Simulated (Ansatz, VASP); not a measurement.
## Two plane-wave programs on LiF

File POSCAR:

```
LiF
1.0
    0.0000000000      1.9948691814      1.9948691814
    1.9948691814      0.0000000000      1.9948691814
    1.9948691814      1.9948691814      0.0000000000
Li F
1 1
Direct
    0.0000000000      0.0000000000      0.0000000000
    0.5000000000      0.5000000000      0.5000000000
```

INCAR.step1

```
  PREC = Accurate
  ENCUT = 520
  EDIFF = 1E-5
  ISMEAR = 0
  SIGMA = 0.01
  LREAL = F
  LASPH = T
  NELM = 100
  ALGO = Normal
  ISIF = 2
  LWAVE = T
  LCHARG = F
  NBANDS = 12
  GGA = PE
```

File INCAR.step2:

```
  PREC = Accurate
  ENCUT = 520
  EDIFF = 1E-6
  ISMEAR = 0
  SIGMA = 0.01
  LREAL = F
  LASPH = T
  NELM = 100
  ALGO = Normal
  ISIF = 2
  LWAVE = F
  LCHARG = F
  GGA = PE
  LHFCALC = T
  HFSCREEN = 0.2079
  PRECFOCK = Normal
  NBANDS = 12
  ISTART = 1
```

KPOINTS

```
regular mesh
0
Gamma
  6 6 6
```

Input for Ansatz:

```yaml
crystal:
  lattice:
    - [0.0, 1.9948691814, 1.9948691814]
    - [1.9948691814, 0.0, 1.9948691814]
    - [1.9948691814, 1.9948691814, 0.0]
  atoms:
    - { symbol: Li, position: [0.0, 0.0, 0.0] }
    - { symbol: F, position: [0.5, 0.5, 0.5] }
kpoints:
  mp_grid: { grid: [6, 6, 6] }
hamiltonian:
  xc: hse06
scf:
  occupations: { method: fixed }
  n_extra_bands: 4
output:
  forces: true
  stress: true
  eigenvalues: true
```

Alike in both runs: task single point; functional HSE06; k mesh 6 × 6 × 6; no spin polarisation.

|  | VASP | Ansatz |
| --- | --- | --- |
| version | VASP 6.6.1 | Ansatz 0.2.0 |
| potentials or method | VASP PAW PBE potentials, release 64 (Li_sv, F) | plane waves, PAW |
| plane-wave cutoff (eV) | 520 | 420 |
| occupations | gaussian, width 0.01 eV | fixed |
| valence electrons in the cell | 10 | 10 |

Ansatz gave:

- gap on the k mesh at the Fermi level (eV): 11.68

Q: Which values does VASP return?

A: gap on the k mesh at the Fermi level (eV): 11.67.

Ansatz's warnings: stress exchange threshold loose, stress scf threshold loose.

The k mesh is coarse, so the values compare programs but aren't converged. Noted on VASP's run: the cutoff is short for stress, so the pressure is rough.
